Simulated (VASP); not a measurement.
Au: single point with PBEsol

Crystal: Au.

```
CELL_PARAMETERS angstrom
-1.62107 1.62107 1.62107
1.62107 -1.62107 1.62107
1.62107 1.62107 -1.62107
ATOMIC_POSITIONS crystal
Au 0.00000 0.00000 0.00000
```

- Program: VASP 6.6.1
- Task: single point
- Functional: PBEsol
- Potentials or basis: VASP PAW PBE potentials, release 64 (Au)
- Cutoff: 520 eV
- k mesh: 18 × 18 × 18
- Occupations: gaussian, width 0.1 eV
- Spin: no spin polarisation
- Dipole correction: no
- Further INCAR settings: ALGO = Fast; EDIFF = 1e-06; NBANDS = 12

* Pressure: -0.2 GPa

Levels at points of the mesh, in eV from the Fermi level:
```
           k point  band 4  band 5  band 6  band 7  band 8  band 9
(0.00, 0.00, 0.00)   -4.89   -2.93   -2.93   16.48   16.48   16.48
(0.50, 0.00, 0.00)   -2.73   -1.38   -0.72    3.54   12.33   13.86
(0.50, 0.50, 0.50)   -1.77   -1.77    6.23    6.23    6.23    9.68
```

Run time: 62 s on 1 thread of AMD EPYC 7R13, with other jobs on the host, peak memory 0.14 GiB.

Caveat: the PAW data sets were made with another functional, which shifts forces and pressure a little; spin-orbit coupling is left out, which moves the levels of the heavy elements.
